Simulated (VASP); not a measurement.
# CdF2 (Fm-3m) in VASP: notebook

Aim: see how the results for CdF2 move with the level of theory and the settings. Levels: PBEsol, r2SCAN. Tasks: single point.

Everything below comes from runs of VASP 6.6.1. Logs are shortened: lines on timing, memory, paths and dates and some standing lists are left out, and cuts for length are marked.

## (1) The cell of the first run

It takes space group Fm-3m (No. 225, cubic). The conventional cell has a = 5.388 Å, b = 5.388 Å, c = 5.388 Å, α = 90.00°, β = 90.00°, γ = 90.00°. Within 3.1 Å of Cd (site symmetry m-3m) lie 8 F at 2.33 Å. Within 3.1 Å of F (site symmetry -43m) lie 4 Cd at 2.33 Å and 6 F at 2.69 Å.

## (2) Single point, PBEsol

Input file INCAR:

```
SYSTEM = CdF2
ALGO     = Normal         ! electronic algorithm
EDIFF    = 1E-6           ! SCF threshold, eV
ENCUT    = 520            ! plane-wave cutoff, eV
GGA      = PS             ! functional
ISIF     = 2              ! what is computed and relaxed
ISMEAR   = 0              ! smearing method
LASPH    = .TRUE.         ! aspherical terms in the spheres
LCHARG   = .FALSE.        ! write CHGCAR
LREAL    = .FALSE.        ! projectors in reciprocal space
LWAVE    = .FALSE.        ! write WAVECAR
NBANDS   = 20             ! bands
NELM     = 60             ! most SCF steps
PREC     = Accurate       ! precision mode
SIGMA    = 0.05           ! smearing width, eV
```

Input file KPOINTS:

```
k-points
0
G
  10 10 10
  0 0 0
```

Input file POSCAR:

```
CdF2
1.0
    0.0000000000      2.6940000000      2.6940000000
    2.6940000000      0.0000000000      2.6940000000
    2.6940000000      2.6940000000      0.0000000000
Cd F
1 2
Direct
    0.0000000000      0.0000000000      0.0000000000
    0.2500000000      0.2500000000      0.2500000000
    0.7500000000      0.7500000000      0.7500000000
```

Potentials or basis: VASP PAW PBE potentials, release 64 (Cd, F).

Launch:

```console
> cat potpaw_PBE.64/Cd/POTCAR potpaw_PBE.64/F/POTCAR > POTCAR
> mpirun -np 1 vasp_std > vasp.out
```

OUTCAR:

```text
SYSTEM = CdF2
   EDIFF = 1E-6
   ENCUT = 520
   GGA = PS
   ISIF = 2
   ISMEAR = 0
   LASPH = .TRUE.
   LREAL = .FALSE.
   NELM = 60
   PREC = Accurate

 ion  position               nearest neighbor table
   1  0.000  0.000  0.000-   3 2.33   3 2.33   3 2.33   2 2.33   3 2.33   2 2.33   2 2.33   2 2.33

   2  0.250  0.250  0.250-   1 2.33   1 2.33   1 2.33   1 2.33
   3  0.750  0.750  0.750-   1 2.33   1 2.33   1 2.33   1 2.33

  LATTYP: Found a face centered cubic cell.
 ALAT       =     5.3880000000

  Lattice vectors:

 A1 = (   0.0000000000,   2.6940000000,   2.6940000000)
 A2 = (   2.6940000000,   0.0000000000,   2.6940000000)
 A3 = (   2.6940000000,   2.6940000000,   0.0000000000)

Analysis of symmetry for initial positions (statically):
=====================================================================
 Subroutine PRICEL returns:
 Original cell was already a primitive cell.

 Routine SETGRP: Setting up the symmetry group for a
 face centered cubic supercell.

 Subroutine GETGRP returns: Found 48 space group operations
 (whereof 48 operations were pure point group operations)
 out of a pool of 48 trial point group operations.

The static configuration has the point symmetry O_h .

Analysis of symmetry for dynamics (positions and initial velocities):
=====================================================================
 Subroutine PRICEL returns:
 Original cell was already a primitive cell.

 Routine SETGRP: Setting up the symmetry group for a
 face centered cubic supercell.

 Subroutine GETGRP returns: Found 48 space group operations
 (whereof 48 operations were pure point group operations)
 out of a pool of 48 trial point group operations.

The dynamic configuration has the point symmetry O_h .

 Subroutine INISYM returns: Found 48 space group operations
 (whereof 48 operations are pure point group operations),
 and found     1 'primitive' translations

----------------------------------------------------------------------------------------

                                     Primitive cell

  volume of cell :      39.1041

  direct lattice vectors                    reciprocal lattice vectors
[... 81 lines left out ...]
   ISTART =      0    job   : 0-new  1-cont  2-samecut
   ICHARG =      2    charge: 1-file 2-atom 10-const
   ISPIN  =      1    spin polarized calculation?
   LNONCOLLINEAR =      F non collinear calculations
   LSORBIT =      F    spin-orbit coupling
   LASPH  =      T    aspherical Exc in radial PAW
   ENCUT  =  520.0 eV  38.22 Ry    6.18 a.u.   7.08  7.08  7.08*2*pi/ulx,y,z
   NELM   =     60;   NELMIN=  2; NELMDL= -5     # of ELM steps
   EDIFF  = 0.1E-05   stopping-criterion for ELM
   LREAL  =      F    real-space projection
   EDIFFG = 0.1E-04   stopping-criterion for IOM
   NSW    =      0    number of steps for IOM
   IBRION =     -1    ionic relax: 0-MD 1-quasi-New 2-CG
   NFREE  =      0    steps in history (QN), initial steepest desc. (CG)
   ISIF   =      2    stress and relaxation
   ISYM   =      2    0-nonsym 1-usesym 2-fastsym
   POTIM  = 0.5000    time-step for ionic-motion
   TEBEG  =    0.0;   TEEND  =   0.0 temperature during run
   PSTRESS=    0.0 pullay stress
   NELECT =      26.0000    total number of electrons
   NUPDOWN=      -1.0000    fix difference up-down
   EMIN   =  10.00;   EMAX   =-10.00  energy-range for DOS
   EFERMI =   0.00;   METHOD = LEGACY
   ISMEAR =     0;   SIGMA  =   0.05  broadening in eV -4-tet -1-fermi 0-gaus
   EFERMI_NEDOS =   21; number of points for ismear=-14 and -15
   IALGO  =     38    algorithm
   IMIX   =      4    mixing-type and parameters
     AMIX     =   0.40;   BMIX     =  1.00
     AMIX_MAG =   1.60;   BMIX_MAG =  1.00
  volume/ion in A,a.u.               =      13.03        87.96
  Fermi-wavevector in a.u.,A,eV,Ry     =   1.428867  2.700166 27.778468  2.041660
  Thomas-Fermi vector in A             =   2.548882
   LORBIT       =      0    0 simple, 1 ext, 2 COOP (PROOUT), +10 PAW based schemes
   GGA     = PS    functional components
   LHFCALC =     F    Hartree Fock is set to
   AEXX    =    0.0000 exact exchange contribution
   IVDW    =     0    specifies the selected vdW correction
   LEPSILON=     F    determine dielectric tensor
   LRPA    =     F    only Hartree local field effects (RPA)
 non-spin polarized calculation
 Gauss-broadening in eV      SIGMA  =   0.05
  energy-cutoff  :      520.00
  volume of cell :       39.10
 maximum number of plane-waves:      1073
   NGX = 15   NGY = 15   NGZ = 15

 number of electron      25.9999990 magnetization

 Free energy of the ion-electron system (eV)
  ---------------------------------------------------
  ext. energy  EPLUGINS =         0.00000000
  ---------------------------------------------------
  free energy    TOTEN  =       -11.59306808 eV

  energy without entropy =      -11.59306808  energy(sigma->0) =      -11.59306808

 E-fermi :  -1.1384     XC(G=0): -10.7080

 val. band max:       -1.4511093794   @ k =  -0.3000   0.5000   0.2000
 cond. band min:       1.4596863867   @ k =   0.0000   0.0000   0.0000
 fundamental gap:      2.9107957661
 Fermi energy:        -1.1383806946

 k-point     1 :       0.0000    0.0000    0.0000
  band No.  band energies     occupation
      1     -22.1606      2.00000
      2     -21.0249      2.00000
      3      -7.0716      2.00000
      4      -7.0716      2.00000
      5      -7.0716      2.00000
      6      -5.8198      2.00000
[... 541 lines left out ...]
     19      18.8117      0.00000
     20      19.0845      0.00000

 [... further k-points ...]

------------------------ aborting loop because EDIFF is reached ----------------------------------------

  FORCE on cell =-STRESS in cart. coord.  units (eV):
  Direction    XX          YY          ZZ          XY          YZ          ZX
  --------------------------------------------------------------------------------------
  -------------------------------------------------------------------------------------
  Total        0.1300019      0.1300019      0.1300019      0.0000000      0.0000000      0.0000000
  in kB        5.3264443      5.3264443      5.3264443      0.0000000      0.0000000      0.0000000
  external PRESSURE =       5.3264443 kB  Pullay stress =       0.0000000 kB

 VOLUME and BASIS-vectors are now :
 -----------------------------------------------------------------------------
  energy-cutoff  :      520.00
  volume of cell :       39.10
      direct lattice vectors                 reciprocal lattice vectors
     0.000000000  2.694000000  2.694000000    -0.185597624  0.185597624  0.185597624
     2.694000000  0.000000000  2.694000000     0.185597624 -0.185597624  0.185597624
     2.694000000  2.694000000  0.000000000     0.185597624  0.185597624 -0.185597624

 POSITION                                       TOTAL-FORCE (eV/Angst)
 -----------------------------------------------------------------------------------
      0.00000      0.00000      0.00000        -0.000000     -0.000000      0.000000
      1.34700      1.34700      1.34700        -0.000000     -0.000000     -0.000000
      4.04100      4.04100      4.04100         0.000000      0.000000      0.000000
 -----------------------------------------------------------------------------------
    total drift:                                0.000000      0.000000      0.000000

  FREE ENERGIE OF THE ION-ELECTRON SYSTEM (eV)
  ---------------------------------------------------
  free  energy   TOTEN  =       -11.5930680792 eV

  energy  without entropy=      -11.5930680792  energy(sigma->0) =      -11.59306808
```

It took 28 s on 1 thread of AMD EPYC 7R13, shared host; peak memory 0.18 GiB.

What came out:

```yaml
Free_energy: -11.5931 eV
Pressure: 0.5 GPa
Band_gap_on_the_k_mesh: 2.91 eV, indirect (least direct gap 3.39 eV)
```

Caveat: the PAW data sets were made with another functional, which shifts forces and pressure a little. Expect the measured gap to be larger: semilocal functionals such as PBEsol lack the derivative discontinuity.

## (3) Single point, r2SCAN

POSCAR is that of step 2.

Input file INCAR.step1:

```
SYSTEM = CdF2
PREC     = Accurate       ! precision mode
ENCUT    = 520            ! plane-wave cutoff, eV
ISMEAR   = 0              ! smearing method
SIGMA    = 0.05           ! smearing width, eV
LREAL    = .False.        ! projectors in reciprocal space
LASPH    = .True.         ! aspherical terms in the spheres
NELM     = 80             ! most SCF steps
NBANDS   = 20             ! bands
GGA      = PE             ! functional
ALGO     = Normal         ! electronic algorithm
EDIFF    = 1E-4           ! SCF threshold, eV
LWAVE    = .True.         ! write WAVECAR
LCHARG   = .False.        ! write CHGCAR
```

Input file INCAR.step2:

```
SYSTEM = CdF2
PREC     = Accurate       ! precision mode
ENCUT    = 520            ! plane-wave cutoff, eV
EDIFF    = 1E-6           ! SCF threshold, eV
ISMEAR   = 0              ! smearing method
SIGMA    = 0.05           ! smearing width, eV
LREAL    = .False.        ! projectors in reciprocal space
LASPH    = .True.         ! aspherical terms in the spheres
NELM     = 80             ! most SCF steps
ALGO     = Normal         ! electronic algorithm
ISIF     = 2              ! what is computed and relaxed
LWAVE    = .False.        ! write WAVECAR
LCHARG   = .False.        ! write CHGCAR
METAGGA  = R2SCAN         ! meta-GGA
LMIXTAU  = .True.       
NBANDS   = 20             ! bands
ISTART   = 1
```

Input file KPOINTS:

```
Automatic mesh
0
Gamma
  10 10 10
  0 0 0
```

Potentials or basis: VASP PAW PBE potentials, release 64 (Cd, F).

Launch:

```console
> cat potpaw_PBE.64/Cd/POTCAR potpaw_PBE.64/F/POTCAR > POTCAR
> cp INCAR.step1 INCAR
> mpirun -np 1 vasp_std > vasp.out
> cp INCAR.step2 INCAR
> mpirun -np 1 vasp_std > vasp.out
```

OUTCAR:

```text
SYSTEM = CdF2
   PREC = Accurate
   ENCUT = 520
   EDIFF = 1E-6
   ISMEAR = 0
   LREAL = .False.
   LASPH = .True.
   NELM = 80
   ISIF = 2
   METAGGA = R2SCAN
   ISTART = 1

 ion  position               nearest neighbor table
   1  0.000  0.000  0.000-   3 2.33   3 2.33   3 2.33   2 2.33   3 2.33   2 2.33   2 2.33   2 2.33

   2  0.250  0.250  0.250-   1 2.33   1 2.33   1 2.33   1 2.33
   3  0.750  0.750  0.750-   1 2.33   1 2.33   1 2.33   1 2.33

  LATTYP: Found a face centered cubic cell.
 ALAT       =     5.3880000000
[... 745 lines left out ...]

  FORCE on cell =-STRESS in cart. coord.  units (eV):
  Direction    XX          YY          ZZ          XY          YZ          ZX
  --------------------------------------------------------------------------------------
  -------------------------------------------------------------------------------------
  Total        0.2485047      0.2485047      0.2485047      0.0000000     -0.0000000      0.0000000
  in kB       10.1817505     10.1817505     10.1817505      0.0000000     -0.0000000      0.0000000
  external PRESSURE =      10.1817505 kB  Pullay stress =       0.0000000 kB

 VOLUME and BASIS-vectors are now :
 -----------------------------------------------------------------------------
  energy-cutoff  :      520.00
  volume of cell :       39.10
      direct lattice vectors                 reciprocal lattice vectors
     0.000000000  2.694000000  2.694000000    -0.185597624  0.185597624  0.185597624
     2.694000000  0.000000000  2.694000000     0.185597624 -0.185597624  0.185597624
     2.694000000  2.694000000  0.000000000     0.185597624  0.185597624 -0.185597624

 POSITION                                       TOTAL-FORCE (eV/Angst)
 -----------------------------------------------------------------------------------
      0.00000      0.00000      0.00000        -0.000000     -0.000000      0.000000
      1.34700      1.34700      1.34700         0.000000      0.000000     -0.000000
      4.04100      4.04100      4.04100        -0.000000     -0.000000      0.000000
 -----------------------------------------------------------------------------------
    total drift:                                0.000000      0.000000      0.000000

  FREE ENERGIE OF THE ION-ELECTRON SYSTEM (eV)
  ---------------------------------------------------
  free  energy   TOTEN  =       -33.7192943760 eV

  energy  without entropy=      -33.7192943760  energy(sigma->0) =      -33.71929438
```

It took 70 s on 1 thread of AMD EPYC 7R13, shared host; peak memory 0.18 GiB.

Results:

* Free energy: -33.7193 eV
* Pressure: 1.0 GPa
* Band gap on the k mesh: 3.76 eV, indirect (least direct gap 4.25 eV)

Levels at points of the mesh, in eV from the valence-band top:
```
           k point  band 10  band 11  band 12  band 13  band 14  band 15  band 16  band 17
(0.00, 0.00, 0.00)    -0.98    -0.50    -0.50    -0.50     3.76    13.62    13.62    13.62
(0.50, 0.00, 0.00)    -1.84    -1.84    -0.39    -0.39     7.99     9.70    15.60    15.60
(0.50, 0.50, 0.00)    -2.96    -0.51    -0.08    -0.08     8.88    10.55    12.19    15.31
```

Caveat: the PAW data sets were made with another functional, which shifts forces and pressure a little.
